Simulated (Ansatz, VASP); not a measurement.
# One calculation of TePb, two programs

File POSCAR:

```
TePb
1.0
    3.9750059128      0.0000000000      0.0000000000
    0.0000000000      3.9750059128      0.0000000000
    0.0000000000      0.0000000000      3.9750059128
Pb Te
1 1
Direct
    0.0000000000      0.0000000000      0.0000000000
    0.5000000000      0.5000000000      0.5000000000
```

INCAR.step1

```
SYSTEM = TePb
ALGO = Normal
EDIFF = 1E-5
ENCUT = 400
GGA = PE
GGA_COMPAT = .False.
ISIF = 2
ISMEAR = -1
LASPH = .True.
LCHARG = .False.
LREAL = .False.
LWAVE = .True.
NBANDS = 17
NELM = 120
PREC = Accurate
SIGMA = 0.02
```

INCAR.step2

```
SYSTEM = TePb
ALGO = Normal
EDIFF = 1E-6
ENCUT = 400
GGA = PE
GGA_COMPAT = .False.
HFSCREEN = 0.2079
ISIF = 2
ISMEAR = -1
ISTART = 1
LASPH = .True.
LCHARG = .False.
LHFCALC = .True.
LREAL = .False.
LWAVE = .False.
NBANDS = 17
NELM = 120
PREC = Accurate
PRECFOCK = Normal
SIGMA = 0.02
```

KPOINTS

```
k-points
0
Gamma
  4 4 4
  0 0 0
```

Input for Ansatz:

```yaml
crystal:
  lattice:
    - [3.9750059128, 0.0, 0.0]
    - [0.0, 3.9750059128, 0.0]
    - [0.0, 0.0, 3.9750059128]
  atoms:
    - { symbol: Pb, position: [0.0, 0.0, 0.0] }
    - { symbol: Te, position: [0.5, 0.5, 0.5] }
kpoints:
  mp_grid: { grid: [4, 4, 4] }
hamiltonian:
  xc: hse06
scf:
  occupations: { method: fermi_dirac, width: 0.02 }
  n_extra_bands: 4
output:
  forces: true
  stress: true
  eigenvalues: true
```

Alike in both runs: task single point; functional HSE06; k mesh 4 × 4 × 4; occupations fermi-dirac, width 0.02 eV; no spin polarisation.

|  | VASP | Ansatz |
| --- | --- | --- |
| version | VASP 6.6.1 | Ansatz 0.2.0 |
| potentials or method | VASP PAW PBE potentials, release 64 (Pb_d, Te) | plane waves, PAW |
| plane-wave cutoff (eV) | 400 | 420 |
| valence electrons in the cell | 20 | 30 |

Ansatz gave:

```
pressure (GPa) : 0.6
```

Q: What did VASP give for the same quantities?

A: Pressure (GPa): 0.4.

VASP's potentials hold 20 valence electrons a cell and Ansatz's 30, so a difference there can come from the potentials and not from the codes. Ansatz's warnings: filled band counts differ across k points, stress exchange threshold loose, stress scf threshold loose.

The k mesh is coarse, so the values compare programs but aren't converged. Neither program's run includes spin-orbit coupling.
